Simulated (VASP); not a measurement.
# TiCo (Pm-3m) in VASP: single point with revPBE

Aim: the single point of TiCo with revPBE.

All numbers are computed with VASP 6.6.1; they aren't measurements. Logs are shortened: lines on timing, memory, paths and dates and some standing lists are left out, and cuts for length are marked.

**1. The cell of the first run**

Symmetry: Pm-3m, No. 221, cubic system. Conventional cell: a = 2.986 Å, b = 2.986 Å, c = 2.986 Å, α = 90.00°, β = 90.00°, γ = 90.00°. Within 3.4 Å of Co (site symmetry m-3m) lie 8 Ti at 2.59 Å and 6 Co at 2.99 Å. Within 3.4 Å of Ti (site symmetry m-3m) lie 8 Co at 2.59 Å and 6 Ti at 2.99 Å.

**2. Single point, revPBE, collinear spin, ferromagnetic start**

Input file POSCAR:

```
TiCo
1.0
    2.9861109900      0.0000000000      0.0000000000
    0.0000000000      2.9861109900      0.0000000000
    0.0000000000      0.0000000000      2.9861109900
Co Ti
1 1
Direct
    0.5000000000      0.5000000000      0.5000000000
    0.0000000000      0.0000000000      0.0000000000
```

Input file INCAR.step1:

```
  ALGO = Normal
  EDIFF = 1E-6
  ENCUT = 510
  GGA = RE
  GGA_COMPAT = F
  ISIF = 2
  ISMEAR = -1
  ISPIN = 2
  LASPH = T
  LCHARG = T
  LMAXMIX = 4
  LORBIT = 11
  LREAL = F
  LWAVE = F
  MAGMOM = 2 1
  NBANDS = 26
  NEDOS = 2001
  NELM = 200
  PREC = Accurate
  SIGMA = 0.05
```

Input file KPOINTS.step1:

```
k-points
0
Gamma
  5 5 5
```

Input file INCAR.step2:

```
  ALGO = Normal
  EDIFF = 1E-6
  ENCUT = 510
  GGA = RE
  GGA_COMPAT = F
  ICHARG = 11
  ISIF = 2
  ISMEAR = -5
  ISPIN = 2
  LASPH = T
  LCHARG = F
  LMAXMIX = 4
  LORBIT = 11
  LREAL = F
  LWAVE = F
  MAGMOM = 2 1
  NBANDS = 26
  NEDOS = 1001
  NELM = 200
  PREC = Accurate
  SIGMA = 0.05
```

Input file KPOINTS.step2:

```
k-points
0
Gamma
  8 8 8
```

Potentials or basis: VASP PAW PBE potentials, release 64 (Co_sv, Ti_sv).

The run is started by

```console
> cat potpaw_PBE.64/Co_sv/POTCAR potpaw_PBE.64/Ti_sv/POTCAR > POTCAR
> cp INCAR.step1 INCAR
> cp KPOINTS.step1 KPOINTS
> mpirun -np 1 vasp_std > vasp.out
> cp INCAR.step2 INCAR
> cp KPOINTS.step2 KPOINTS
> mpirun -np 1 vasp_std > vasp.out
```

OUTCAR:

```text
EDIFF = 1E-6
   ENCUT = 510
   GGA = RE
   ICHARG = 11
   ISIF = 2
   ISMEAR = -5
   ISPIN = 2
   LASPH = T
   LORBIT = 11
   LREAL = F
   NELM = 200
   PREC = Accurate

 ion  position               nearest neighbor table
   1  0.500  0.500  0.500-   2 2.59   2 2.59   2 2.59   2 2.59   2 2.59   2 2.59   2 2.59   2 2.59

   2  0.000  0.000  0.000-   1 2.59   1 2.59   1 2.59   1 2.59   1 2.59   1 2.59   1 2.59   1 2.59

  LATTYP: Found a simple cubic cell.
 ALAT       =     2.9861109900

  Lattice vectors:

 A1 = (   2.9861109900,   0.0000000000,   0.0000000000)
 A2 = (   0.0000000000,   2.9861109900,   0.0000000000)
 A3 = (   0.0000000000,   0.0000000000,   2.9861109900)

Analysis of symmetry for initial positions (statically):
=====================================================================
 Subroutine PRICEL returns:
 Original cell was already a primitive cell.

 Routine SETGRP: Setting up the symmetry group for a
 simple cubic supercell.

 Subroutine GETGRP returns: Found 48 space group operations
 (whereof 48 operations were pure point group operations)
 out of a pool of 48 trial point group operations.

The static configuration has the point symmetry O_h .

Analysis of symmetry for dynamics (positions and initial velocities):
=====================================================================
 Subroutine PRICEL returns:
 Original cell was already a primitive cell.

 Routine SETGRP: Setting up the symmetry group for a
 simple cubic supercell.

 Subroutine GETGRP returns: Found 48 space group operations
 (whereof 48 operations were pure point group operations)
 out of a pool of 48 trial point group operations.

The dynamic configuration has the point symmetry O_h .

Analysis of structural, dynamic, and magnetic symmetry:
=====================================================================
 Subroutine PRICEL returns:
 Original cell was already a primitive cell.

 Routine SETGRP: Setting up the symmetry group for a
 simple cubic supercell.

 Subroutine GETGRP returns: Found 48 space group operations
 (whereof 48 operations were pure point group operations)
 out of a pool of 48 trial point group operations.

The overall configuration has the point symmetry O_h .

 Subroutine INISYM returns: Found 48 space group operations
 (whereof 48 operations are pure point group operations),
 and found     1 'primitive' translations

----------------------------------------------------------------------------------------

                                     Primitive cell

  volume of cell :      26.6267
[... 108 lines left out ...]
   IALGO  =     38    algorithm
   IMIX   =      4    mixing-type and parameters
     AMIX     =   0.40;   BMIX     =  1.00
     AMIX_MAG =   1.60;   BMIX_MAG =  1.00
  volume/ion in A,a.u.               =      13.31        89.84
  Fermi-wavevector in a.u.,A,eV,Ry     =   1.684360  3.182979 38.600656  2.837068
  Thomas-Fermi vector in A             =   2.767396
   LORBIT       =     11    0 simple, 1 ext, 2 COOP (PROOUT), +10 PAW based schemes
   GGA     = RE    functional components
   LHFCALC =     F    Hartree Fock is set to
   AEXX    =    0.0000 exact exchange contribution
   IVDW    =     0    specifies the selected vdW correction
   LEPSILON=     F    determine dielectric tensor
   LRPA    =     F    only Hartree local field effects (RPA)
 spin polarized calculation
 Fermi weights with tetrahedron method with Bloechl corrections
  energy-cutoff  :      510.00
  volume of cell :       26.63
 maximum number of plane-waves:       739
 NGX is ok and might be reduce to    24

 number of electron      29.0000006 magnetization       0.9040029

 Free energy of the ion-electron system (eV)
  ---------------------------------------------------
  ext. energy  EPLUGINS =         0.00000000
  ---------------------------------------------------
  free energy    TOTEN  =       -14.97454422 eV

  energy without entropy =      -14.97454422  energy(sigma->0) =      -14.97454422

 E-fermi :  10.7098     XC(G=0): -12.6893

 val. band max:       10.8614319567   @ k =   0.5000   0.5000   0.0000
 cond. band min:      10.5873741165   @ k =   0.3750   0.1250   0.0000
 fundamental gap:     -0.2740578402
 Fermi energy:        10.7098183208

 spin component 1

 k-point     1 :       0.0000    0.0000    0.0000
  band No.  band energies     occupation
      1     -85.1610      1.00000
      2     -48.3510      1.00000
      3     -48.3510      1.00000
      4     -48.3510      1.00000
      5     -46.5339      1.00000
      6     -22.5741      1.00000
[... 685 lines left out ...]
     25      26.8430      0.00000
     26      30.7309      0.00000

 [... further k-points ...]

 spin component 2

 k-point     1 :       0.0000    0.0000    0.0000
  band No.  band energies     occupation
      1     -83.9449      1.00000
      2     -47.1613      1.00000
      3     -47.1613      1.00000
      4     -47.1613      1.00000
      5     -46.5625      1.00000
      6     -22.6037      1.00000
[... 685 lines left out ...]
     25      26.8516      0.00000
     26      30.6490      0.00000

 [... further k-points ...]
[... 5 lines left out ...]
  --------------------------------------------------------------------------------------
  -------------------------------------------------------------------------------------
  Total       -2.0040827     -2.0040827     -2.0040827      0.0000000      0.0000000     -0.0000000
  in kB     -120.5891917   -120.5891917   -120.5891917      0.0000000      0.0000000     -0.0000000
  external PRESSURE =    -120.5891917 kB  Pullay stress =       0.0000000 kB

 VOLUME and BASIS-vectors are now :
 -----------------------------------------------------------------------------
  energy-cutoff  :      510.00
  volume of cell :       26.63
      direct lattice vectors                 reciprocal lattice vectors
     2.986110990  0.000000000  0.000000000     0.334883735  0.000000000  0.000000000
     0.000000000  2.986110990  0.000000000     0.000000000  0.334883735  0.000000000
     0.000000000  0.000000000  2.986110990     0.000000000  0.000000000  0.334883735

 POSITION                                       TOTAL-FORCE (eV/Angst)
 -----------------------------------------------------------------------------------
      1.49306      1.49306      1.49306         0.000000      0.000000      0.000000
      0.00000      0.00000      0.00000         0.000000      0.000000      0.000000
 -----------------------------------------------------------------------------------
    total drift:                                0.000000      0.000000     -0.000000

  FREE ENERGIE OF THE ION-ELECTRON SYSTEM (eV)
  ---------------------------------------------------
  free  energy   TOTEN  =       -14.9745442165 eV

  energy  without entropy=      -14.9745442165  energy(sigma->0) =      -14.97454422

 total charge

# of ion       s       p       d       tot
------------------------------------------
    1        2.269   6.105   6.676  15.050
    2        2.248   6.187   1.864  10.299
--------------------------------------------------
tot          4.517  12.292   8.541  25.349

 magnetization (x)

# of ion       s       p       d       tot
------------------------------------------
    1        0.019   0.000   1.003   1.022
    2       -0.002  -0.016  -0.046  -0.065
--------------------------------------------------
tot          0.017  -0.016   0.956   0.957
```

OSZICAR.step1:

```text
N       E                     dE             d eps       ncg     rms          rms(c)
DAV:   1     0.400077981094E+03    0.40008E+03   -0.15617E+04  1362   0.225E+03
DAV:   2     0.129057036039E+02   -0.38717E+03   -0.36721E+03  1326   0.621E+02
DAV:   3    -0.156730506552E+02   -0.28579E+02   -0.28074E+02  1434   0.166E+02
DAV:   4    -0.167309446713E+02   -0.10579E+01   -0.10486E+01  1432   0.270E+01
DAV:   5    -0.167703318535E+02   -0.39387E-01   -0.39380E-01  1364   0.511E+00    0.170E+01
DAV:   6    -0.164042021014E+02    0.36613E+00   -0.16187E+01  1248   0.627E+01    0.179E+01
DAV:   7    -0.160021887059E+02    0.40201E+00   -0.21098E+01  1314   0.463E+01    0.157E+01
DAV:   8    -0.149769045705E+02    0.10253E+01   -0.56880E+00  1422   0.265E+01    0.301E+00
DAV:   9    -0.149800154541E+02   -0.31109E-02   -0.32554E-01  1484   0.466E+00    0.178E+00
DAV:  10    -0.149937497179E+02   -0.13734E-01   -0.15332E-01  1568   0.260E+00    0.136E+00
DAV:  11    -0.149988306722E+02   -0.50810E-02   -0.11033E-02  1328   0.874E-01    0.649E-01
DAV:  12    -0.149982393472E+02    0.59132E-03   -0.65021E-03  1372   0.703E-01    0.212E-01
DAV:  13    -0.149981389987E+02    0.10035E-03   -0.69513E-04  1474   0.183E-01    0.119E-01
DAV:  14    -0.149981194680E+02    0.19531E-04   -0.54716E-04  1700   0.123E-01    0.265E-02
DAV:  15    -0.149981221048E+02   -0.26368E-05   -0.32622E-05  1458   0.293E-02    0.939E-03
DAV:  16    -0.149981226628E+02   -0.55796E-06   -0.18141E-06   990   0.132E-02
   1 F= -.14998123E+02 E0= -.14994314E+02  d E =-.761633E-02  mag=     0.9040
```

Wall time 26 s (1 thread of AMD EPYC 9R45 (Zen 5), shared host); peak memory 0.14 GiB.

Results:

* Net moment: 0.90 μB per cell
* Site moments: Co +1.02; Ti -0.07 μB
* Valence electrons inside the program's atomic spheres: Co 15.05; Ti 10.30

Caveat: the k points lie up to 0.42 Å⁻¹ apart; the PAW data sets were made with another functional, which shifts forces and pressure a little.
